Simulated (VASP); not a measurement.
Input of a VASP 6.6.1 run:

Contents of INCAR:

```
SYSTEM = AlInSb2
ALGO = Normal ; EDIFF = 1E-6
ENCUT = 520 ; ISIF = 2
ISMEAR = 0 ; LASPH = .TRUE.
LCHARG = .FALSE. ; LREAL = .FALSE.
LWAVE = .FALSE. ; NBANDS = 21
NELM = 60 ; PREC = Accurate
SIGMA = 0.05
```

File KPOINTS:

```
k-points
0
G
  8 8 6
  0 0 0
```

File POSCAR:

```
AlInSb2
1.0
    4.5626022301      0.0000000000      0.0000000000
    0.0000000000      4.5626022301      0.0000000000
    0.0000000000      0.0000000000      5.9286453378
Al In Sb
1 1 2
Direct
    0.0000000000      0.0000000000      0.0000000000
    0.5000000000      0.5000000000      0.5000000000
    0.0000000000      0.5000000000      0.2738552522
    0.5000000000      0.0000000000      0.7261447478
```

Potentials or basis: VASP PAW LDA potentials, release 64 (Al, In_d, Sb).

Command:

```bash
$ cat potpaw_LDA.64/Al/POTCAR potpaw_LDA.64/In_d/POTCAR potpaw_LDA.64/Sb/POTCAR > POTCAR
$ mpirun -np 1 vasp_std > vasp.out
```

(1) Estimate the band gap on the k mesh.

(2) What does it give for the largest force?

## Answers

(1) 0.37 eV.

(2) 2.283 eV/Å.

Caveat: semilocal functionals underestimate gaps, and a narrow one can read as zero; spin-orbit coupling is left out, which moves the levels of the heavy elements; forces of over 1 eV/Å act on the atoms, so gaps and moduli don't describe the material at rest.
